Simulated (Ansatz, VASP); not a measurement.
**TiSi2: VASP beside Ansatz**

```
CELL_PARAMETERS angstrom
0.00000 4.13168 4.27566
2.39443 0.00000 4.27566
2.39443 4.13168 0.00000
ATOMIC_POSITIONS crystal
Ti 0.75000 0.75000 0.75000
Ti 0.50000 0.50000 0.50000
Si 0.08300 0.41700 0.08300
Si 0.41700 0.08300 0.41700
Si 0.16700 0.83300 0.16700
Si 0.83300 0.16700 0.83300
```

Change from the starting cell: volume scaled by 1.01, crystal datasets.

Alike in both runs: task electric field gradients; functional PBEsol; k mesh 8 × 8 × 8; occupations fermi-dirac, width 0.08 eV; no spin polarisation.

```csv
,VASP,Ansatz
version,VASP 6.6.1,Ansatz 0.2.0
potentials or method,"VASP PAW PBE potentials, release 64 (Ti_sv, Si), cutoff 520 eV","all-electron PAW with datasets made for the crystal, scalar-relativistic"
```

```tsv
	VASP	Ansatz	Ansatz less VASP
pressure (GPa)	-3.0	-3.2	-0.13
traceless stress, the component that is largest in VASP (GPa)	0.65	0.67	+0.022
rms of the force components (eV/Å)	0.080	0.080	-0.0003
size of Vzz on the site where it differs most (V/Å²)	10.0	11.0	+0.98
```

VASP's potentials were made for PBE, not for PBEsol. Atom by atom the forces differ by 0.000 eV/Å (rms over components). Ansatz ran all-electron here, and VASP with PAW potentials.
